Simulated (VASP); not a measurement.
# InSb (k07) (F-43m) in VASP: notebook

Runs on InSb (k07). Level: PBEsol. Tasks: single point.

Everything below comes from runs of VASP 6.6.1. Logs are shortened: lines on timing, memory, paths and dates and some standing lists are left out, and cuts for length are marked.

## (1) The cell of the first run

The structure is cubic, space group F-43m (No. 216). Conventional cell: a = 6.520 Å, b = 6.520 Å, c = 6.520 Å, α = 90.00°, β = 90.00°, γ = 90.00°. In (site symmetry -43m) has 4 Sb at 2.82 Å within 3.7 Å. Sb (site symmetry -43m) has 4 In at 2.82 Å within 3.7 Å.

## (2) Single point, PBEsol

File INCAR:

```
  ALGO = Normal
  EDIFF = 1E-6
  ENCUT = 500
  GGA = PS
  GGA_COMPAT = F
  ISIF = 2
  ISMEAR = 0
  LASPH = T
  LCHARG = F
  LREAL = F
  LWAVE = F
  NBANDS = 16
  NELM = 120
  PREC = Accurate
  SIGMA = 0.1
```

File KPOINTS:

```
k-points
0
Gamma
  14 14 14
```

File POSCAR:

```
InSb
1.0
    0.0000000000      3.2598779557      3.2598779557
    3.2598779557      0.0000000000      3.2598779557
    3.2598779557      3.2598779557      0.0000000000
In Sb
1 1
Direct
    0.0000000000      0.0000000000      0.0000000000
    0.2500000000      0.2500000000      0.2500000000
```

Potentials or basis: VASP PAW PBE potentials, release 64 (In_d, Sb).

Run with:

```
$ cat potpaw_PBE.64/In_d/POTCAR potpaw_PBE.64/Sb/POTCAR > POTCAR
$ mpirun -np 1 vasp_std > vasp.out
```

OUTCAR:

```text
EDIFF = 1E-6
   ENCUT = 500
   GGA = PS
   ISIF = 2
   ISMEAR = 0
   LASPH = T
   LREAL = F
   NELM = 120
   PREC = Accurate

 ion  position               nearest neighbor table
   1  0.000  0.000  0.000-   2 2.82   2 2.82   2 2.82   2 2.82
   2  0.250  0.250  0.250-   1 2.82   1 2.82   1 2.82   1 2.82

  LATTYP: Found a face centered cubic cell.
 ALAT       =     6.5197559114

  Lattice vectors:

 A1 = (   0.0000000000,   3.2598779557,   3.2598779557)
 A2 = (   3.2598779557,   0.0000000000,   3.2598779557)
 A3 = (   3.2598779557,   3.2598779557,   0.0000000000)

Analysis of symmetry for initial positions (statically):
=====================================================================
 Subroutine PRICEL returns:
 Original cell was already a primitive cell.

 Routine SETGRP: Setting up the symmetry group for a
 face centered cubic supercell.

 Subroutine GETGRP returns: Found 24 space group operations
 (whereof 24 operations were pure point group operations)
 out of a pool of 48 trial point group operations.

The static configuration has the point symmetry T_d .

Analysis of symmetry for dynamics (positions and initial velocities):
=====================================================================
 Subroutine PRICEL returns:
 Original cell was already a primitive cell.

 Routine SETGRP: Setting up the symmetry group for a
 face centered cubic supercell.

 Subroutine GETGRP returns: Found 24 space group operations
 (whereof 24 operations were pure point group operations)
 out of a pool of 48 trial point group operations.

The dynamic configuration has the point symmetry T_d .

 Subroutine INISYM returns: Found 24 space group operations
 (whereof 24 operations are pure point group operations),
 and found     1 'primitive' translations

----------------------------------------------------------------------------------------

                                     Primitive cell

  volume of cell :      69.2842

  direct lattice vectors                    reciprocal lattice vectors
     0.000000000  3.259877956  3.259877956    -0.153379975  0.153379975  0.153379975
     3.259877956  0.000000000  3.259877956     0.153379975 -0.153379975  0.153379975
     3.259877956  3.259877956  0.000000000     0.153379975  0.153379975 -0.153379975

  length of vectors
     4.610163617  4.610163617  4.610163617     0.265661910  0.265661910  0.265661910

  position of ions in fractional coordinates (direct lattice)
     0.000000000  0.000000000  0.000000000
     0.250000000  0.250000000  0.250000000

  ion indices of the primitive-cell ions
   primitive index   ion index
                 1           1
                 2           2

----------------------------------------------------------------------------------------

 KPOINTS: k-points

Automatic generation of k-mesh.
 Grid dimensions read from file:
 generate k-points for:   14   14   14

 Generating k-lattice:

  Cartesian coordinates                     Fractional coordinates (reciprocal lattice)
    -0.010955713  0.010955713  0.010955713     0.071428571  0.000000000  0.000000000
     0.010955713 -0.010955713  0.010955713     0.000000000  0.071428571  0.000000000
     0.010955713  0.010955713 -0.010955713     0.000000000  0.000000000  0.071428571

  Length of vectors
     0.018975851  0.018975851  0.018975851

  Shift w.r.t. Gamma in fractional coordinates (k-lattice)
     0.000000000  0.000000000  0.000000000

 Subroutine IBZKPT returns following result:
 ===========================================

 Found    104 irreducible k-points:

 Following reciprocal coordinates:
            Coordinates               Weight
  0.000000  0.000000  0.000000      1.000000
  0.071429  0.000000  0.000000      8.000000
  0.142857  0.000000  0.000000      8.000000
  0.214286  0.000000  0.000000      8.000000
  0.285714  0.000000  0.000000      8.000000
  0.357143  0.000000  0.000000      8.000000
[... 16 lines left out ...]
  0.214286  0.142857  0.000000     24.000000
  0.285714  0.142857  0.000000     24.000000
 [... further k-points ...]
   k-points           NKPTS =    104   k-points in BZ     NKDIM =    104   number of bands    NBANDS=     16
   number of dos      NEDOS =    301   number of ions     NIONS =      2
   total plane-waves  NPLWV =  46656
   dimension x,y,z NGX =    36 NGY =   36 NGZ =   36
   dimension x,y,z NGXF=    72 NGYF=   72 NGZF=   72
   ions per type =               1   1
   NGX,Y,Z   is equivalent  to a cutoff of  12.98, 12.98, 12.98 a.u.
   NGXF,Y,Z  is equivalent  to a cutoff of  25.96, 25.96, 25.96 a.u.
 SYSTEM =  unknown system
   PREC   = accura    normal or accurate (medium, high low for compatibility)
   ISTART =      0    job   : 0-new  1-cont  2-samecut
   ICHARG =      2    charge: 1-file 2-atom 10-const
   ISPIN  =      1    spin polarized calculation?
   LNONCOLLINEAR =      F non collinear calculations
   LSORBIT =      F    spin-orbit coupling
   LASPH  =      T    aspherical Exc in radial PAW
   ENCUT  =  500.0 eV  36.75 Ry    6.06 a.u.   8.41  8.41  8.41*2*pi/ulx,y,z
   NELM   =    120;   NELMIN=  2; NELMDL= -5     # of ELM steps
   EDIFF  = 0.1E-05   stopping-criterion for ELM
   LREAL  =      F    real-space projection
   EDIFFG = 0.1E-04   stopping-criterion for IOM
   NSW    =      0    number of steps for IOM
   IBRION =     -1    ionic relax: 0-MD 1-quasi-New 2-CG
   NFREE  =      0    steps in history (QN), initial steepest desc. (CG)
   ISIF   =      2    stress and relaxation
   ISYM   =      2    0-nonsym 1-usesym 2-fastsym
   POTIM  = 0.5000    time-step for ionic-motion
   TEBEG  =    0.0;   TEEND  =   0.0 temperature during run
   PSTRESS=    0.0 pullay stress
   NELECT =      18.0000    total number of electrons
   NUPDOWN=      -1.0000    fix difference up-down
   EMIN   =  10.00;   EMAX   =-10.00  energy-range for DOS
   EFERMI =   0.00;   METHOD = LEGACY
   ISMEAR =     0;   SIGMA  =   0.10  broadening in eV -4-tet -1-fermi 0-gaus
   EFERMI_NEDOS =   21; number of points for ismear=-14 and -15
   IALGO  =     38    algorithm
   IMIX   =      4    mixing-type and parameters
     AMIX     =   0.40;   BMIX     =  1.00
     AMIX_MAG =   1.60;   BMIX_MAG =  1.00
  volume/ion in A,a.u.               =      34.64       233.78
  Fermi-wavevector in a.u.,A,eV,Ry     =   1.044610  1.974027 14.846824  1.091211
  Thomas-Fermi vector in A             =   2.179370
   LORBIT       =      0    0 simple, 1 ext, 2 COOP (PROOUT), +10 PAW based schemes
   GGA     = PS    functional components
   LHFCALC =     F    Hartree Fock is set to
   AEXX    =    0.0000 exact exchange contribution
   IVDW    =     0    specifies the selected vdW correction
   LEPSILON=     F    determine dielectric tensor
   LRPA    =     F    only Hartree local field effects (RPA)
 non-spin polarized calculation
 Gauss-broadening in eV      SIGMA  =   0.10
  energy-cutoff  :      500.00
  volume of cell :       69.28
 maximum number of plane-waves:      1807
 NGX is ok and might be reduce to    36
   NGX = 17   NGY = 17   NGZ = 17

 number of electron      17.9999994 magnetization

 Free energy of the ion-electron system (eV)
  ---------------------------------------------------
  ext. energy  EPLUGINS =         0.00000000
  ---------------------------------------------------
  free energy    TOTEN  =        -7.70104789 eV

  energy without entropy =       -7.70094385  energy(sigma->0) =       -7.70099587

 E-fermi :   4.8364     XC(G=0):  -8.7895

 val. band max:        4.7647379578   @ k =   0.0000   0.0000   0.0000
 cond. band min:       5.2044155681   @ k =   0.5000   0.0000   0.0000
 fundamental gap:      0.4396776104
 Fermi energy:         4.8363777947

 k-point     1 :       0.0000    0.0000    0.0000
  band No.  band energies     occupation
      1      -9.7356      2.00000
      2      -9.7356      2.00000
      3      -9.7356      2.00000
      4      -9.6542      2.00000
      5      -9.6542      2.00000
      6      -5.8660      2.00000
[... 8 lines left out ...]
     15      13.0116      0.00000
     16      13.0116      0.00000

 k-point     2 :       0.0714    0.0000    0.0000
  band No.  band energies     occupation
      1      -9.7379      2.00000
      2      -9.7346      2.00000
      3      -9.7346      2.00000
      4      -9.6543      2.00000
      5      -9.6543      2.00000
      6      -5.8204      2.00000
[... 8 lines left out ...]
     15      12.5522      0.00000
     16      12.5522      0.00000

 k-point     3 :       0.1429    0.0000    0.0000
  band No.  band energies     occupation
      1      -9.7444      2.00000
      2      -9.7317      2.00000
      3      -9.7317      2.00000
      4      -9.6544      2.00000
      5      -9.6544      2.00000
      6      -5.6862      2.00000
[... 8 lines left out ...]
     15      12.1200      0.00000
     16      12.1200      0.00000

 k-point     4 :       0.2143    0.0000    0.0000
  band No.  band energies     occupation
      1      -9.7536      2.00000
      2      -9.7278      2.00000
      3      -9.7278      2.00000
      4      -9.6545      2.00000
      5      -9.6545      2.00000
      6      -5.4719      2.00000
[... 8 lines left out ...]
     15      11.9556      0.00000
     16      11.9556      0.00000

 k-point     5 :       0.2857    0.0000    0.0000
  band No.  band energies     occupation
      1      -9.7637      2.00000
      2      -9.7238      2.00000
      3      -9.7238      2.00000
      4      -9.6541      2.00000
      5      -9.6541      2.00000
      6      -5.1964      2.00000
[... 8 lines left out ...]
     15      12.1322      0.00000
     16      12.1322      0.00000

 k-point     6 :       0.3571    0.0000    0.0000
  band No.  band energies     occupation
      1      -9.7727      2.00000
      2      -9.7205      2.00000
      3      -9.7205      2.00000
      4      -9.6535      2.00000
      5      -9.6535      2.00000
      6      -4.8966      2.00000
[... 8 lines left out ...]
     15      12.6358      0.00000
     16      12.6358      0.00000

 k-point     7 :       0.4286    0.0000    0.0000
  band No.  band energies     occupation
      1      -9.7789      2.00000
      2      -9.7184      2.00000
      3      -9.7184      2.00000
      4      -9.6528      2.00000
      5      -9.6528      2.00000
      6      -4.6431      2.00000
[... 8 lines left out ...]
     15      13.3483      0.00000
     16      13.3483      0.00000

 k-point     8 :       0.5000    0.0000    0.0000
  band No.  band energies     occupation
      1      -9.7811      2.00000
      2      -9.7177      2.00000
      3      -9.7177      2.00000
      4      -9.6525      2.00000
      5      -9.6525      2.00000
      6      -4.5388      2.00000
[... 8 lines left out ...]
     15      13.8630      0.00000
     16      13.8630      0.00000

 k-point     9 :       0.0714    0.0714    0.0000
  band No.  band energies     occupation
      1      -9.7399      2.00000
      2      -9.7336      2.00000
      3      -9.7336      2.00000
      4      -9.6549      2.00000
      5      -9.6538      2.00000
      6      -5.8052      2.00000
[... 8 lines left out ...]
     15      12.0295      0.00000
     16      13.0630      0.00000
[... 172 lines left out ...]
 k-point    19 :      -0.2143    0.0714    0.0000
  band No.  band energies     occupation
      1      -9.7590      2.00000
      2      -9.7265      2.00000
      3      -9.7241      2.00000
      4      -9.6557      2.00000
      5      -9.6534      2.00000
      6      -5.3479      2.00000
[... 8 lines left out ...]
     15      11.6956      0.00000
     16      12.5578      0.00000

 k-point    20 :      -0.1429    0.0714    0.0000
  band No.  band energies     occupation
      1      -9.7496      2.00000
      2      -9.7305      2.00000
      3      -9.7281      2.00000
      4      -9.6555      2.00000
      5      -9.6536      2.00000
      6      -5.5839      2.00000
[... 8 lines left out ...]
     15      11.6384      0.00000
     16      12.1798      0.00000

 k-point    21 :      -0.0714    0.0714    0.0000
  band No.  band energies     occupation
      1      -9.7421      2.00000
      2      -9.7334      2.00000
      3      -9.7319      2.00000
      4      -9.6549      2.00000
      5      -9.6539      2.00000
      6      -5.7452      2.00000
[... 8 lines left out ...]
     15      11.9955      0.00000
     16      12.3494      0.00000

 k-point    22 :       0.1429    0.1429    0.0000
  band No.  band energies     occupation
      1      -9.7515      2.00000
      2      -9.7279      2.00000
      3      -9.7279      2.00000
      4      -9.6570      2.00000
      5      -9.6526      2.00000
      6      -5.6254      2.00000
[... 8 lines left out ...]
     15      11.6408      0.00000
     16      13.2166      0.00000

 k-point    23 :       0.2143    0.1429    0.0000
  band No.  band energies     occupation
      1      -9.7593      2.00000
      2      -9.7244      2.00000
      3      -9.7239      2.00000
      4      -9.6583      2.00000
      5      -9.6519      2.00000
      6      -5.4660      2.00000
[... 8 lines left out ...]
     15      12.2397      0.00000
     16      13.0811      0.00000

 k-point    24 :       0.2857    0.1429    0.0000
  band No.  band energies     occupation
      1      -9.7677      2.00000
      2      -9.7211      2.00000
      3      -9.7196      2.00000
      4      -9.6591      2.00000
      5      -9.6513      2.00000
      6      -5.2335      2.00000
[... 8 lines left out ...]
     15      12.6554      0.00000
     16      13.0625      0.00000

 [... further k-points ...]

------------------------ aborting loop because EDIFF is reached ----------------------------------------

  FORCE on cell =-STRESS in cart. coord.  units (eV):
  Direction    XX          YY          ZZ          XY          YZ          ZX
  --------------------------------------------------------------------------------------
  -------------------------------------------------------------------------------------
  Total        0.0011666      0.0011666      0.0011666      0.0000000      0.0000000     -0.0000000
  in kB        0.0269774      0.0269774      0.0269774      0.0000000      0.0000000     -0.0000000
  external PRESSURE =       0.0269774 kB  Pullay stress =       0.0000000 kB

 VOLUME and BASIS-vectors are now :
 -----------------------------------------------------------------------------
  energy-cutoff  :      500.00
  volume of cell :       69.28
      direct lattice vectors                 reciprocal lattice vectors
     0.000000000  3.259877956  3.259877956    -0.153379975  0.153379975  0.153379975
     3.259877956  0.000000000  3.259877956     0.153379975 -0.153379975  0.153379975
     3.259877956  3.259877956  0.000000000     0.153379975  0.153379975 -0.153379975

 POSITION                                       TOTAL-FORCE (eV/Angst)
 -----------------------------------------------------------------------------------
      0.00000      0.00000      0.00000         0.000000     -0.000000     -0.000000
      1.62994      1.62994      1.62994        -0.000000      0.000000      0.000000
 -----------------------------------------------------------------------------------
    total drift:                                0.000000      0.000000      0.000000

  FREE ENERGIE OF THE ION-ELECTRON SYSTEM (eV)
  ---------------------------------------------------
  free  energy   TOTEN  =        -7.7010478903 eV

  energy  without entropy=       -7.7009438454  energy(sigma->0) =       -7.70099587
```

Run time: 86 s. Hardware: 1 thread of Intel Xeon 6975P-C, shared host; peak memory 0.28 GiB.

Results:

- Free energy: -7.7010 eV
- Pressure: 0.0 GPa
- Band gap on the k mesh: zero (filled and empty bands touch)

Caveat: the PAW data sets were made with another functional, which shifts forces and pressure a little; spin-orbit coupling is left out, which moves the levels of the heavy elements.

(Part 1 of 3 ends here.)
